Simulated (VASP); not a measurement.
Input of a VASP 6.6.1 run:

INCAR

```
SYSTEM = Nb
ALGO = Fast
EDIFF = 1E-7
EDIFFG = -0.01
ENCUT = 600
GGA = PS
IBRION = 2
ISIF = 3
ISMEAR = 0
LASPH = .TRUE.
LCHARG = .FALSE.
LREAL = .FALSE.
LWAVE = .FALSE.
NELM = 80
NSW = 100
PREC = Accurate
SIGMA = 0.1
```

Contents of KPOINTS:

```
k-points
0
G
  24 24 20
  0 0 0
```

POSCAR

```
Nb
1.0
    2.8410979304      0.0000000000      0.0000000000
   -1.4205489652      2.4604629824      0.0000000000
    0.0000000000      0.0000000000      2.6546508788
Nb
1
Direct
    0.0000000000      0.0000000000      0.0000000000
```

Potentials or basis: VASP PAW PBE potentials, release 64 (Nb_sv).

The run is started by

```bash
$ cat potpaw_PBE.64/Nb_sv/POTCAR > POTCAR
$ mpirun -np 1 vasp_std > vasp.out
```

(1) What does it give for the relaxed cell?

(2) Predict the space group after relaxing (to 0.1 Å).

(3) Estimate the band gap on the k mesh.

(4) Predict the relaxed volume.

Answers

(1) a = 2.828 Å, b = 2.828 Å, c = 2.692 Å, α = 90.00°, β = 90.00°, γ = 120.00°.

(2) P6/mmm (No. 191).

(3) zero (an odd number of electrons rules out a gap without spin polarisation).

(4) 18.64 Å³/atom.

Caveat: the PAW data sets were made with another functional, which shifts forces and pressure a little.
